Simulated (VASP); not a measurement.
A run of VASP 6.6.1 is set up as follows.

INCAR

```
SYSTEM = WSe2
PREC     = Accurate       ! precision mode
ENCUT    = 520            ! plane-wave cutoff, eV
EDIFF    = 1E-7           ! SCF threshold, eV
ISMEAR   = 0              ! smearing method
SIGMA    = 0.02           ! smearing width, eV
LREAL    = .False.        ! projectors in reciprocal space
LASPH    = .True.         ! aspherical terms in the spheres
NELM     = 80             ! most SCF steps
ALGO     = Normal         ! electronic algorithm
ISIF     = 2              ! what is computed and relaxed
LWAVE    = .False.        ! write WAVECAR
LCHARG   = .False.        ! write CHGCAR
LDIPOL   = .True.       
IDIPOL   = 3            
DIPOL    = 0.5 0.5 0.500
GGA      = PE             ! functional
IVDW     = 12             ! dispersion correction
NBANDS   = 20             ! bands
```

The input KPOINTS:

```
regular mesh
0
Gamma
  12 12 1
  0 0 0
```

POSCAR

```
WSe2
1.0
    3.2855209080      0.0000000000      0.0000000000
   -1.6427604540      2.9022514624      0.0000000000
    0.0000000000      0.0000000000     32.7374893303
Se W
2 1
Direct
    0.3337700183      0.6675400366      0.4489227000
    0.3337700183      0.6675400366      0.5510773000
    0.6657932967      0.3315865934      0.5000000000
```

Potentials or basis: VASP PAW PBE potentials, release 64 (Se, W_sv).

The run is started by

```console
$ cat potpaw_PBE.64/Se/POTCAR potpaw_PBE.64/W_sv/POTCAR > POTCAR
$ mpirun -np 1 vasp_std > vasp.out
```

Problem. Predict the largest force.

Solution. 0.051 eV/Å.

Problem. Predict the dispersion energy per atom.

Solution. -0.331 eV.

Forces in eV/Å, atoms in the order of the input:
```
Se   0.000 -0.001 -0.051
Se   0.000 -0.001  0.051
W    0.000  0.001  0.000
```

Caveat: the cell differs from its parent crystal (strain along y +0.020, then relaxed in part).
